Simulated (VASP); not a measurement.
Pt: single point with PBEsol

Pt:

```
Pt
1.0
     0.00000    1.99746    1.99746
     1.99746    0.00000    1.99746
     1.99746    1.99746    0.00000
Pt
1
Direct
  0.00000 0.00000 0.00000
```

This cell differs from its parent crystal: volume scaled by 1.06.

* Program: VASP 6.6.1
* Task: single point
* Functional: PBEsol
* Potentials or basis: VASP PAW PBE potentials, release 64 (Pt)
* Cutoff: 520 eV
* k mesh: 18 × 18 × 18
* Occupations: gaussian, width 0.1 eV
* Spin: no spin polarisation

```json
{"Pressure": "-14.7 GPa", "Band gap on the k mesh": "zero (band 5 reaches 10.50 eV, above the bottom of band 6 at 8.48 eV)"}
```

Levels at points of the mesh, in eV from the Fermi level:
| k point | band 1 | band 2 | band 3 | band 4 | band 5 | band 6 | band 7 | band 8 | band 9 | band 10 |
| --- | --- | --- | --- | --- | --- | --- | --- | --- | --- | --- |
| (0.00, 0.00, 0.00) | -9.68 | -3.48 | -3.48 | -3.48 | -1.49 | -1.49 | 14.76 | 19.41 | 19.41 | 19.41 |
| (0.50, 0.00, 0.00) | -6.81 | -3.52 | -3.52 | -0.32 | 0.03 | 0.03 | 5.39 | 14.30 | 18.55 | 18.55 |
| (0.50, 0.50, 0.00) | -6.51 | -6.09 | 0.01 | 0.44 | 0.44 | 1.82 | 8.24 | 11.16 | 11.16 | 19.42 |

It took 37 s on 1 thread of Intel(R) Xeon(R) Platinum 8259CL CPU @ 2.50GHz (Skylake/Cascade Lake), with other jobs on the host, peak memory 0.17 GiB.

Caveat: the PAW data sets were made with another functional, which shifts forces and pressure a little; spin-orbit coupling is left out, which moves the levels of the heavy elements.
